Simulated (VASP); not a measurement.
Input of a VASP 6.6.1 run:

INCAR

```
SYSTEM = TiC
  PREC = Accurate
  ENCUT = 520
  EDIFF = 1E-7
  ISMEAR = -1
  SIGMA = 0.1
  LREAL = .False.
  LASPH = .True.
  NELM = 60
  ALGO = Normal
  ISIF = 2
  LWAVE = .False.
  LCHARG = .True.
  GGA = CA
  LELF = .True.
  LVHAR = .True.
  NBANDS = 15
```

The input KPOINTS:

```
regular mesh
0
Gamma
  12 12 12
  0 0 0
```

Contents of POSCAR:

```
TiC
1.0
    0.0000000000      2.1304766616      2.1304766616
    2.1304766616      0.0000000000      2.1304766616
    2.1304766616      2.1304766616      0.0000000000
Ti C
1 1
Direct
    0.0000000000      0.0000000000      0.0000000000
    0.5000000000      0.5000000000      0.5000000000
```

Potentials or basis: VASP PAW LDA potentials, release 64 (Ti_sv, C).

Launch:

```bash
$ cat potpaw_LDA.64/Ti_sv/POTCAR potpaw_LDA.64/C/POTCAR > POTCAR
$ mpirun -np 1 vasp_std > vasp.out
```

Question: Predict the band gap on the k mesh.

Answer: Zero (band 8 reaches 10.47 eV, above the bottom of band 9 at 9.41 eV).

Question: Predict the pressure.

Answer: 0.7 GPa.
